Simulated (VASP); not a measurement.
## Te: single point with PBE

Te:

```
CELL_PARAMETERS angstrom
3.27862 0.00000 0.00000
0.00000 3.27862 0.00000
0.00000 0.00000 3.23259
ATOMIC_POSITIONS crystal
Te 0.50000 0.50000 0.50000
```

This isn't the form of Te at room conditions, which is trigonal, of chains.

```yaml
Program: VASP 6.6.1
Task: single point
Functional: PBE
Potentials_or_basis: VASP PAW PBE potentials, release 64 (Te)
Cutoff: 520 eV
k_mesh: 16 × 16 × 18
Occupations: gaussian, width 0.1 eV
Spin: no spin polarisation
```

```
Pressure               : -2.6 GPa
Band gap on the k mesh : zero (bands 3 and 4 overlap by 5.03 eV)
```

Stress tensor (GPa, compression positive):
```
-2.55  0.00  0.00
 0.00 -2.55  0.00
 0.00  0.00 -2.66
```

Levels at points of the mesh, in eV from the Fermi level:
```tsv
k point	band 1	band 2	band 3	band 4	band 5	band 6	band 7	band 8
(0.00, 0.00, 0.00)	-13.14	1.03	1.03	1.33	6.07	6.08	6.40	16.85
(0.50, 0.00, 0.00)	-11.66	-5.45	2.21	2.50	7.78	9.09	9.70	10.44
(0.50, 0.50, 0.00)	-10.16	-4.05	-4.05	2.50	3.62	10.55	12.39	12.39
(0.00, 0.00, 0.50)	-11.52	-5.53	2.32	2.32	7.84	9.06	9.54	10.41
(0.50, 0.00, 0.50)	-10.01	-4.14	-3.94	2.51	3.44	10.47	12.04	12.20
(0.50, 0.50, 0.50)	-8.44	-2.89	-2.66	-2.66	4.63	4.63	4.76	7.43
```

Wall time 82 s on 1 thread of Intel Xeon 8259CL, with other jobs on the host, peak memory 0.25 GiB.

Caveat: spin-orbit coupling is left out, which moves the levels of the heavy elements.
